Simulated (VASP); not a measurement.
SnO2, 9 atoms in the cell. Symmetry: C2/m, No. 12, monoclinic system. The conventional cell has a = 5.607 Å, b = 3.237 Å, c = 13.332 Å, α = 90.00°, β = 97.25°, γ = 90.00°. Sn (site symmetry 2/m) has 6 O at 2.12 Å within 2.8 Å. Sn (site symmetry m) has 6 O at 2.12 Å within 2.8 Å. O (site symmetry m) has 3 Sn at 2.12 Å and 3 O at 2.72 Å within 2.8 Å. O (site symmetry m) has 3 Sn at 2.12 Å and 3 O at 2.72 Å within 2.8 Å. Within 2.8 Å of O (site symmetry m) lie 3 Sn at 2.12 Å and 3 O at 2.72 Å. 

```yaml
Program: VASP 6.6.1
Task: single point
Functional: PBE
Dispersion: D3(BJ)
Potentials_or_basis: VASP PAW PBE potentials, release 64 (Sn_d, O)
Cutoff: 520 eV
k_mesh: 9 × 9 × 2
Occupations: gaussian, width 0.05 eV
Spin: no spin polarisation
Dipole_correction: no
Further_INCAR_settings: ALGO = Normal; EDIFF = 1e-06; NBANDS = 49
```

Potentials or basis: VASP PAW PBE potentials, release 64 (Sn_d, O).

The run is started by

```sh
$ cat potpaw_PBE.64/Sn_d/POTCAR potpaw_PBE.64/O/POTCAR > POTCAR
$ mpirun -np 1 vasp_std > vasp.out
```

Hardware: 1 thread of Intel(R) Xeon(R) Platinum 8124M CPU @ 3.00GHz (Skylake/Cascade Lake) (shared host).

Task: How long does it take, and how much memory?

Result: Run time: 3.6 min on 1 thread of Intel(R) Xeon(R) Platinum 8124M CPU @ 3.00GHz (Skylake/Cascade Lake), with other jobs on the host, peak memory 0.37 GiB. Counts: scf iterations 14, k points 50.
